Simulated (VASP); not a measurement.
NaSrYWO6: single point with PBE

The system is NaSrYWO6.

```
Na Sr Y W O
1.0
     0.00000    4.14643    4.14643
     4.14643    0.00000    4.14643
     4.14643    4.14643    0.00000
Na Sr Y W O
1 1 1 1 6
Direct
  0.25000 0.25000 0.25000
  0.75000 0.75000 0.75000
  0.50000 0.50000 0.50000
  0.00000 0.00000 0.00000
  0.76742 0.23258 0.23258
  0.23258 0.76742 0.76742
  0.76742 0.76742 0.23258
  0.23258 0.23258 0.76742
  0.23258 0.76742 0.23258
  0.76742 0.23258 0.76742
```

```yaml
Program: VASP 6.6.1
Task: single point
Functional: PBE
Potentials_or_basis: VASP PAW PBE potentials, release 64 (Na_pv, Sr_sv, Y_sv, W_sv, O)
Cutoff: 520 eV
k_mesh: 6 × 6 × 6
Occupations: gaussian, width 0.05 eV
Spin: no spin polarisation
```

The pressure is 0.6 GPa, the largest force is 0.167 eV/Å and the band gap on the k mesh is 2.51 eV (least direct gap 2.54 eV).

Forces on the atoms (eV/Å):
```
Na   0.000  0.000  0.000
Sr   0.000  0.000  0.000
Y    0.000  0.000  0.000
W    0.000  0.000  0.000
O    0.167  0.000  0.000
O   -0.167  0.000  0.000
O    0.000  0.000 -0.167
O    0.000  0.000  0.167
O    0.000  0.167  0.000
O    0.000 -0.167  0.000
```

Levels at points of the mesh, in eV from the valence-band top:
```
           k point  band 35  band 36  band 37  band 38  band 39  band 40  band 41  band 42  band 43  band 44
(0.00, 0.00, 0.00)    -0.60    -0.60     0.00     0.00     0.00     2.54     2.54     2.54     4.27     6.05
(0.50, 0.00, 0.00)    -1.06    -0.78    -0.51    -0.51    -0.31     3.31     3.56     3.56     6.11     6.11
(0.50, 0.50, 0.00)    -1.31    -1.17    -0.71    -0.71    -0.03     2.51     4.03     4.03     6.44     6.47
```

Wall time 110 s on 1 thread of Intel(R) Xeon(R) Platinum 8488C (Sapphire Rapids), with other jobs on the host, peak memory 0.42 GiB.

Caveat: spin-orbit coupling is left out, which moves the levels of the heavy elements. A k mesh can miss the band edges.
